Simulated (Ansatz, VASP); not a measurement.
GaP: VASP beside Ansatz

```
Ga P
1.0
     0.00000    2.71843    2.71843
     2.71843    0.00000    2.71843
     2.71843    2.71843    0.00000
Ga P
1 1
Direct
  0.00000 0.00000 0.00000
  0.25000 0.25000 0.25000
```

Alike in both runs: task single point; functional r2SCAN; dispersion rVV10; k mesh 10 × 10 × 10; occupations fermi-dirac, width 0.03 eV; no spin polarisation.

```csv
,VASP,Ansatz
version,VASP 6.6.1,Ansatz 0.2.0
potentials or method,"VASP PAW PBE potentials, release 64 (Ga_d, P)","plane waves, PAW"
plane-wave cutoff (eV),520,500
valence electrons in the cell,18,18
```

VASP gave:

| Item | Value |
| --- | --- |
| gap on the k mesh at the Fermi level (eV) | 1.81 |
| pressure (GPa) | -0.1 |

Task: What did Ansatz give for the same quantities?

Result: gap on the k mesh at the Fermi level (eV): 1.80; pressure (GPa): 0.0.

VASP's potentials were made for PBE, not for r2SCAN.
